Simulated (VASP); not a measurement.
SnTe: single point with PBE

Crystal: SnTe.

```
Sn Te
1.0
     4.44403    0.00000    0.00000
    -2.22201    3.84864    0.00000
     0.00000    0.00000    7.85780
Sn Te
2 2
Direct
  0.00000 0.00000 0.00000
  0.00000 0.00000 0.50000
  0.33333 0.66667 0.25000
  0.66667 0.33333 0.75000
```

The cell was built from a structure type or drawn by symmetry, and may not be a known phase.

```
Program                : VASP 6.6.1
Task                   : single point
Functional             : PBE
Potentials or basis    : VASP PAW PBE potentials, release 64 (Sn_d, Te)
Cutoff                 : 520 eV
k mesh                 : 12 × 12 × 6
Occupations            : gaussian, width 0.1 eV
Spin                   : no spin polarisation
Dipole correction      : no
Further INCAR settings : ALGO = Normal; EDIFF = 1e-06; NBANDS = 28
```

| Quantity | Value |
| --- | --- |
| Pressure | -0.1 GPa |
| Band gap on the k mesh | zero (bands 20 and 21 overlap by 0.58 eV) |

Levels at points of the mesh, in eV from the Fermi level:
| k point | band 16 | band 17 | band 18 | band 19 | band 20 | band 21 | band 22 | band 23 | band 24 | band 25 |
| --- | --- | --- | --- | --- | --- | --- | --- | --- | --- | --- |
| (0.00, 0.00, 0.00) | -1.90 | -1.90 | -1.46 | -1.46 | -0.11 | 0.59 | 1.57 | 1.57 | 2.04 | 2.04 |
| (0.50, 0.00, 0.00) | -4.36 | -3.24 | -1.66 | -1.50 | -0.92 | -0.12 | 0.47 | 1.45 | 3.34 | 3.64 |
| (0.00, 0.00, 0.50) | -1.68 | -1.68 | -1.68 | -1.36 | -1.36 | 1.68 | 1.68 | 1.68 | 1.68 | 2.10 |
| (0.50, 0.00, 0.50) | -3.36 | -2.86 | -2.86 | -2.67 | -2.67 | 1.54 | 1.54 | 2.37 | 2.37 | 2.55 |

It took 5 min on 1 thread of Intel(R) Xeon(R) Platinum 8375C CPU @ 2.90GHz (Ice Lake), on a shared host, peak memory 0.41 GiB.

Caveat: semilocal functionals underestimate gaps, so a narrow gap can read as zero; spin-orbit coupling is left out, which moves the levels of the heavy elements.
